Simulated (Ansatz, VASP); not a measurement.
**SnO2: VASP beside Ansatz**

```
CELL_PARAMETERS angstrom
3.25147 1.87724 4.45375
-3.25147 1.87724 4.45375
0.00000 -3.75447 4.45375
ATOMIC_POSITIONS crystal
Sn 0.86118 0.86118 0.86118
Sn 0.36596 0.36596 0.86608
Sn 0.36596 0.86608 0.36596
Sn 0.86608 0.36596 0.36596
O 0.12599 0.62103 0.62103
O 0.62103 0.12599 0.62103
O 0.62103 0.62103 0.12599
O 0.60805 0.60805 0.60805
O 0.12486 0.12486 0.12486
O 0.10411 0.10411 0.60907
O 0.10411 0.60907 0.10411
O 0.60907 0.10411 0.10411
```

Alike in both runs: task single point; functional LDA; k mesh 6 × 6 × 6; occupations gaussian, width 0.1 eV; no spin polarisation.

|  | VASP | Ansatz |
| --- | --- | --- |
| version | VASP 6.6.1 | Ansatz 0.2.0 |
| potentials or method | VASP PAW LDA potentials, release 64 (Sn_d, O), cutoff 600 eV | scalar-relativistic, plane waves, PAW |
| valence electrons in the cell | 104 | 104 |

```csv
,VASP,Ansatz,Ansatz less VASP
gap on the k mesh at the Fermi level (eV),1.44,1.44,+0.001
least direct gap on the mesh (eV),1.46,1.46,-0.002
pressure (GPa),-9.4,-10.2,-0.79
"traceless stress, the component that is largest in VASP (GPa)",2.08,2.67,+0.590
rms of the force components (eV/Å),0.264,0.299,+0.0346
```

Ansatz warns that its potentials were made for another functional, while VASP's fit it. LDA's correlation is that of Perdew and Zunger in VASP and of Perdew and Wang (1992) in Ansatz. Atom by atom the forces differ by 0.035 eV/Å (rms over components).
